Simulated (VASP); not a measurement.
# MgO (F-43m) in VASP: further runs, part 2 of 2

VASP 6.6.1. The steps go on from the part before.

### 4 Single point, r2SCAN

The input, POSCAR:

```
MgO
1.0
    0.0000000000      2.2820056624      2.2820056624
    2.2820056624      0.0000000000      2.2820056624
    2.2820056624      2.2820056624      0.0000000000
Mg O
1 1
Direct
    0.0000000000      0.0000000000      0.0000000000
    0.2500000000      0.2500000000      0.2500000000
```

The input, INCAR.step1:

```
  ALGO = Normal
  EDIFF = 1E-4
  ENCUT = 520
  GGA = PE
  ISMEAR = 0
  LASPH = True
  LCHARG = False
  LREAL = False
  LWAVE = True
  NBANDS = 11
  NELM = 80
  PREC = Accurate
  SIGMA = 0.01
```

The input, INCAR.step2:

```
  ALGO = Normal
  EDIFF = 1E-7
  ENCUT = 520
  ISIF = 2
  ISMEAR = 0
  ISTART = 1
  LASPH = True
  LCHARG = True
  LELF = True
  LMIXTAU = True
  LREAL = False
  LVHAR = True
  LWAVE = False
  METAGGA = R2SCAN
  NBANDS = 11
  NELM = 80
  PREC = Accurate
  SIGMA = 0.01
```

The input, KPOINTS:

```
k-points
0
Gamma
  5 5 5
```

Command:

```sh
$ cat potpaw_PBE.64/Mg/POTCAR potpaw_PBE.64/O/POTCAR > POTCAR
$ cp INCAR.step1 INCAR
$ mpirun -np 1 vasp_std > vasp.out
$ cp INCAR.step2 INCAR
$ mpirun -np 1 vasp_std > vasp.out
```

It took 17 s on 1 thread of Intel Xeon Platinum 8259CL at 2.50GHz (Skylake/Cascade Lake), shared host; peak memory 0.14 GiB.

It converged, with:

| Property | Result |
| --- | --- |
| Free energy | -15.8532 eV |
| Pressure | -0.6 GPa |
| Band gap on the k mesh | 4.32 eV, direct |

Levels at points of the mesh, in eV from the valence-band top:
```tsv
k point	band 1	band 2	band 3	band 4	band 5	band 6	band 7	band 8
(0.00, 0.00, 0.00)	-16.83	0.00	0.00	0.00	4.32	17.92	17.92	17.92
```

Caveat: the k points lie up to 0.48 Å⁻¹ apart; the PAW data sets were made with another functional, which shifts forces and pressure a little.

### 5 Single point, r2SCAN

POSCAR is that of step 4.

The input, INCAR.step1:

```
SYSTEM = MgO
  ALGO = Normal
  EDIFF = 1E-4
  ENCUT = 520
  GGA = PE
  ISMEAR = 0
  LASPH = .TRUE.
  LCHARG = .FALSE.
  LREAL = .FALSE.
  LWAVE = .TRUE.
  NBANDS = 11
  NELM = 60
  PREC = Accurate
  SIGMA = 0.01
```

The input, INCAR.step2:

```
SYSTEM = MgO
  ALGO = Normal
  EDIFF = 1E-6
  ENCUT = 520
  ISIF = 2
  ISMEAR = 0
  ISTART = 1
  LASPH = .TRUE.
  LCHARG = .TRUE.
  LELF = .TRUE.
  LMIXTAU = .TRUE.
  LREAL = .FALSE.
  LVHAR = .TRUE.
  LWAVE = .FALSE.
  METAGGA = R2SCAN
  NBANDS = 11
  NELM = 60
  PREC = Accurate
  SIGMA = 0.01
```

The input, KPOINTS:

```
k-points
0
G
  6 6 6
  0 0 0
```

Potentials or basis: VASP PAW PBE potentials, release 64 (Mg, O).

Command:

```sh
$ cat potpaw_PBE.64/Mg/POTCAR potpaw_PBE.64/O/POTCAR > POTCAR
$ cp INCAR.step1 INCAR
$ mpirun -np 1 vasp_std > vasp.out
$ cp INCAR.step2 INCAR
$ mpirun -np 1 vasp_std > vasp.out
```

OUTCAR:

```text
SYSTEM = MgO
   EDIFF = 1E-6
   ENCUT = 520
   ISIF = 2
   ISMEAR = 0
   ISTART = 1
   LASPH = .TRUE.
   LREAL = .FALSE.
   METAGGA = R2SCAN
   NELM = 60
   PREC = Accurate

 ion  position               nearest neighbor table
   1  0.000  0.000  0.000-   2 1.98   2 1.98   2 1.98   2 1.98
   2  0.250  0.250  0.250-   1 1.98   1 1.98   1 1.98   1 1.98

  LATTYP: Found a face centered cubic cell.
 ALAT       =     4.5640113248

  Lattice vectors:

 A1 = (   0.0000000000,   2.2820056624,   2.2820056624)
 A2 = (   2.2820056624,   0.0000000000,   2.2820056624)
 A3 = (   2.2820056624,   2.2820056624,   0.0000000000)

Analysis of symmetry for initial positions (statically):
=====================================================================
 Subroutine PRICEL returns:
 Original cell was already a primitive cell.

 Routine SETGRP: Setting up the symmetry group for a
 face centered cubic supercell.

 Subroutine GETGRP returns: Found 24 space group operations
 (whereof 24 operations were pure point group operations)
 out of a pool of 48 trial point group operations.

The static configuration has the point symmetry T_d .

Analysis of symmetry for dynamics (positions and initial velocities):
=====================================================================
 Subroutine PRICEL returns:
 Original cell was already a primitive cell.

 Routine SETGRP: Setting up the symmetry group for a
 face centered cubic supercell.

 Subroutine GETGRP returns: Found 24 space group operations
 (whereof 24 operations were pure point group operations)
 out of a pool of 48 trial point group operations.

The dynamic configuration has the point symmetry T_d .

 Subroutine INISYM returns: Found 24 space group operations
 (whereof 24 operations are pure point group operations),
 and found     1 'primitive' translations

----------------------------------------------------------------------------------------

                                     Primitive cell

[... 108 lines left out ...]
   AEXX    =    0.0000 exact exchange contribution
   IVDW    =     0    specifies the selected vdW correction
   LEPSILON=     F    determine dielectric tensor
   LRPA    =     F    only Hartree local field effects (RPA)
 non-spin polarized calculation
 Gauss-broadening in eV      SIGMA  =   0.01
  energy-cutoff  :      520.00
  volume of cell :       23.77
 maximum number of plane-waves:       650
   NGX = 13   NGY = 13   NGZ = 13

 number of electron       8.0000007 magnetization

 Free energy of the ion-electron system (eV)
  ---------------------------------------------------
  ext. energy  EPLUGINS =         0.00000000
  ---------------------------------------------------
  free energy    TOTEN  =       -15.85373991 eV

  energy without entropy =      -15.85373991  energy(sigma->0) =      -15.85373991

 E-fermi :   0.4878     XC(G=0): -10.1655

 val. band max:        0.3609385452   @ k =   0.0000   0.0000   0.0000
 cond. band min:       4.6826251855   @ k =   0.0000   0.0000   0.0000
 fundamental gap:      4.3216866403
 Fermi energy:         0.4877522846

 k-point     1 :       0.0000    0.0000    0.0000
  band No.  band energies     occupation
      1     -16.4716      2.00000
      2       0.3609      2.00000
      3       0.3609      2.00000
      4       0.3609      2.00000
      5       4.6826      0.00000
      6      18.2779      0.00000
      7      18.2779      0.00000
      8      18.2779      0.00000
      9      21.7561      0.00000
     10      21.7561      0.00000
     11      21.8768      0.00000
[... 197 lines left out ...]
 k-point    16 :      -0.3333    0.5000    0.1667
  band No.  band energies     occupation
      1     -15.6296      2.00000
      2      -1.7583      2.00000
      3      -0.8719      2.00000
      4      -0.6060      2.00000
      5       8.3460      0.00000
      6      12.8673      0.00000
      7      15.4944      0.00000
      8      15.9047      0.00000
      9      20.0454      0.00000
     10      24.4868      0.00000
     11      25.3980      0.00000

------------------------ aborting loop because EDIFF is reached ----------------------------------------

  FORCE on cell =-STRESS in cart. coord.  units (eV):
  Direction    XX          YY          ZZ          XY          YZ          ZX
  --------------------------------------------------------------------------------------
  -------------------------------------------------------------------------------------
  Total       -0.0818110     -0.0818110     -0.0818110     -0.0000000     -0.0000000     -0.0000000
  in kB       -5.5149557     -5.5149557     -5.5149557     -0.0000000     -0.0000000     -0.0000000
  external PRESSURE =      -5.5149557 kB  Pullay stress =       0.0000000 kB

 VOLUME and BASIS-vectors are now :
 -----------------------------------------------------------------------------
  energy-cutoff  :      520.00
  volume of cell :       23.77
      direct lattice vectors                 reciprocal lattice vectors
     0.000000000  2.282005662  2.282005662    -0.219105504  0.219105504  0.219105504
     2.282005662  0.000000000  2.282005662     0.219105504 -0.219105504  0.219105504
     2.282005662  2.282005662  0.000000000     0.219105504  0.219105504 -0.219105504

 POSITION                                       TOTAL-FORCE (eV/Angst)
 -----------------------------------------------------------------------------------
      0.00000      0.00000      0.00000        -0.000000     -0.000000     -0.000000
      1.14100      1.14100      1.14100         0.000000      0.000000      0.000000
 -----------------------------------------------------------------------------------
    total drift:                                0.000003      0.000003      0.000003

  FREE ENERGIE OF THE ION-ELECTRON SYSTEM (eV)
  ---------------------------------------------------
  free  energy   TOTEN  =       -15.8537399119 eV

  energy  without entropy=      -15.8537399119  energy(sigma->0) =      -15.85373991
```

OUTCAR.step1:

```text
SYSTEM = MgO
   EDIFF = 1E-4
   ENCUT = 520
   GGA = PE
   ISMEAR = 0
   LASPH = .TRUE.
   LREAL = .FALSE.
[... 433 lines left out ...]
      0.00000      0.00000      0.00000        -0.000000     -0.000000     -0.000000
      1.14100      1.14100      1.14100         0.000000      0.000000      0.000000
 -----------------------------------------------------------------------------------
    total drift:                               -0.000001     -0.000001     -0.000001

  FREE ENERGIE OF THE ION-ELECTRON SYSTEM (eV)
  ---------------------------------------------------
  free  energy   TOTEN  =       -11.6931149523 eV

  energy  without entropy=      -11.6931149523  energy(sigma->0) =      -11.69311495
```

Wall time 17 s (1 thread of Intel Xeon Platinum 8259CL at 2.50GHz (Skylake/Cascade Lake), shared host); peak memory 0.14 GiB.

Results:

```yaml
Free_energy: -15.8537 eV
Pressure: -0.6 GPa
Band_gap_on_the_k_mesh: 4.32 eV, direct
```

Caveat: the PAW data sets were made with another functional, which shifts forces and pressure a little.

### 6 Single point, r2SCAN

POSCAR is that of step 5.

The input, INCAR.step1:

```
PREC     = Accurate       # precision mode
ENCUT    = 520            # plane-wave cutoff, eV
ISMEAR   = 0              # smearing method
SIGMA    = 0.01           # smearing width, eV
LREAL    = F              # projectors in reciprocal space
LASPH    = T              # aspherical terms in the spheres
NELM     = 100            # most SCF steps
NBANDS   = 11             # bands
GGA      = PE             # functional
ALGO     = Normal         # electronic algorithm
EDIFF    = 1E-4           # SCF threshold, eV
LWAVE    = T              # write WAVECAR
LCHARG   = F              # write CHGCAR
```

The input, INCAR.step2:

```
PREC     = Accurate       # precision mode
ENCUT    = 520            # plane-wave cutoff, eV
EDIFF    = 1E-6           # SCF threshold, eV
ISMEAR   = 0              # smearing method
SIGMA    = 0.01           # smearing width, eV
LREAL    = F              # projectors in reciprocal space
LASPH    = T              # aspherical terms in the spheres
NELM     = 100            # most SCF steps
ALGO     = Normal         # electronic algorithm
ISIF     = 2              # what is computed and relaxed
LWAVE    = F              # write WAVECAR
LCHARG   = F              # write CHGCAR
METAGGA  = R2SCAN         # meta-GGA
LMIXTAU  = T            
NBANDS   = 11             # bands
ISTART   = 1
```

The input, KPOINTS:

```
regular mesh
0
Gamma
  6 6 6
```

Potentials or basis: VASP PAW PBE potentials, release 64 (Mg, O).

Command:

```sh
$ cat potpaw_PBE.64/Mg/POTCAR potpaw_PBE.64/O/POTCAR > POTCAR
$ cp INCAR.step1 INCAR
$ mpirun -np 1 vasp_std > vasp.out
$ cp INCAR.step2 INCAR
$ mpirun -np 1 vasp_std > vasp.out
```

OUTCAR:

```text
PREC = Accurate
   ENCUT = 520
   EDIFF = 1E-6
   ISMEAR = 0
   LREAL = F
   LASPH = T
   NELM = 100
   ISIF = 2
   METAGGA = R2SCAN
   ISTART = 1

 ion  position               nearest neighbor table
   1  0.000  0.000  0.000-   2 1.98   2 1.98   2 1.98   2 1.98
   2  0.250  0.250  0.250-   1 1.98   1 1.98   1 1.98   1 1.98

  LATTYP: Found a face centered cubic cell.
 ALAT       =     4.5640113248

  Lattice vectors:

 A1 = (   0.0000000000,   2.2820056624,   2.2820056624)
 A2 = (   2.2820056624,   0.0000000000,   2.2820056624)
 A3 = (   2.2820056624,   2.2820056624,   0.0000000000)

Analysis of symmetry for initial positions (statically):
=====================================================================
 Subroutine PRICEL returns:
 Original cell was already a primitive cell.

 Routine SETGRP: Setting up the symmetry group for a
 face centered cubic supercell.

 Subroutine GETGRP returns: Found 24 space group operations
 (whereof 24 operations were pure point group operations)
 out of a pool of 48 trial point group operations.

[... 160 lines left out ...]
 k-point     1 :       0.0000    0.0000    0.0000
  band No.  band energies     occupation
      1     -16.4716      2.00000
      2       0.3609      2.00000
      3       0.3609      2.00000
      4       0.3609      2.00000
      5       4.6826      0.00000
      6      18.2779      0.00000
      7      18.2779      0.00000
      8      18.2779      0.00000
      9      21.7561      0.00000
     10      21.7561      0.00000
     11      21.8768      0.00000
[... 197 lines left out ...]
 k-point    16 :      -0.3333    0.5000    0.1667
  band No.  band energies     occupation
      1     -15.6296      2.00000
      2      -1.7583      2.00000
      3      -0.8719      2.00000
      4      -0.6060      2.00000
      5       8.3460      0.00000
      6      12.8673      0.00000
      7      15.4944      0.00000
      8      15.9047      0.00000
      9      20.0454      0.00000
     10      24.4868      0.00000
     11      25.3980      0.00000

------------------------ aborting loop because EDIFF is reached ----------------------------------------

  FORCE on cell =-STRESS in cart. coord.  units (eV):
  Direction    XX          YY          ZZ          XY          YZ          ZX
  --------------------------------------------------------------------------------------
  -------------------------------------------------------------------------------------
  Total       -0.0818110     -0.0818110     -0.0818110     -0.0000000     -0.0000000     -0.0000000
  in kB       -5.5149557     -5.5149557     -5.5149557     -0.0000000     -0.0000000     -0.0000000
  external PRESSURE =      -5.5149557 kB  Pullay stress =       0.0000000 kB

 VOLUME and BASIS-vectors are now :
 -----------------------------------------------------------------------------
  energy-cutoff  :      520.00
  volume of cell :       23.77
      direct lattice vectors                 reciprocal lattice vectors
     0.000000000  2.282005662  2.282005662    -0.219105504  0.219105504  0.219105504
     2.282005662  0.000000000  2.282005662     0.219105504 -0.219105504  0.219105504
     2.282005662  2.282005662  0.000000000     0.219105504  0.219105504 -0.219105504

 POSITION                                       TOTAL-FORCE (eV/Angst)
 -----------------------------------------------------------------------------------
      0.00000      0.00000      0.00000        -0.000000     -0.000000     -0.000000
      1.14100      1.14100      1.14100         0.000000      0.000000      0.000000
 -----------------------------------------------------------------------------------
    total drift:                                0.000003      0.000003      0.000003

  FREE ENERGIE OF THE ION-ELECTRON SYSTEM (eV)
  ---------------------------------------------------
  free  energy   TOTEN  =       -15.8537399119 eV

  energy  without entropy=      -15.8537399119  energy(sigma->0) =      -15.85373991
```

OSZICAR.step1:

```text
N       E                     dE             d eps       ncg     rms          rms(c)
DAV:   1     0.171821274939E+02    0.17182E+02   -0.42136E+03   384   0.615E+02
DAV:   2    -0.129810705773E+02   -0.30163E+02   -0.29542E+02   405   0.136E+02
DAV:   3    -0.138698177611E+02   -0.88875E+00   -0.88805E+00   451   0.215E+01
DAV:   4    -0.138724292958E+02   -0.26115E-02   -0.26115E-02   382   0.131E+00
DAV:   5    -0.138724398184E+02   -0.10523E-04   -0.10523E-04   415   0.789E-02    0.833E+00
DAV:   6    -0.117266797105E+02    0.21458E+01   -0.13539E+01   394   0.192E+01    0.277E+00
DAV:   7    -0.116980388859E+02    0.28641E-01   -0.11696E-01   388   0.266E+00    0.153E+00
DAV:   8    -0.116939598876E+02    0.40790E-02   -0.47186E-02   382   0.240E+00    0.355E-01
DAV:   9    -0.116932400859E+02    0.71980E-03   -0.69373E-04   408   0.184E-01    0.239E-01
DAV:  10    -0.116931089735E+02    0.13111E-03   -0.16616E-03   388   0.298E-01    0.118E-02
DAV:  11    -0.116931149523E+02   -0.59788E-05   -0.16025E-05   212   0.270E-02
   1 F= -.11693115E+02 E0= -.11693115E+02  d E =-.339530E-60
```

It took 17 s on 1 thread of Intel Xeon Platinum 8259CL at 2.50GHz (Skylake/Cascade Lake), shared host; peak memory 0.14 GiB.

What came out:

* Free energy: -15.8537 eV
* Pressure: -0.6 GPa
* Band gap on the k mesh: 4.32 eV, direct

Caveat: the PAW data sets were made with another functional, which shifts forces and pressure a little. r2SCAN opens gaps a little over a GGA but as a rule still falls short of measured ones.

### 7 The runs side by side

```csv
level,k mesh,grid for exact exchange (PRECFOCK),share of exact exchange,screening parameter,gap on the mesh (eV),pressure (GPa)
PBE-based screened hybrid,4 × 4 × 4,Normal,0.75,0.5 1/Å,6.64,-5.5
HSE06+D3(BJ),4 × 4 × 4,Normal,-,0.2079 1/Å,5.25,-3.7
r2SCAN,5 × 5 × 5,-,-,-,4.32,-0.6
r2SCAN,6 × 6 × 6,-,-,-,4.32,-0.6
```

Alike in all rows: task single point; potentials or basis VASP PAW PBE potentials, release 64 (Mg, O); no spin polarisation; cell as given; cutoff (eV) 520; smearing gaussian 0.01 eV.

Caveats: some runs use coarse meshes; the PAW data sets were made with another functional, which shifts forces and pressure a little.

Absolute energies hang on the potentials; compare differences alone.
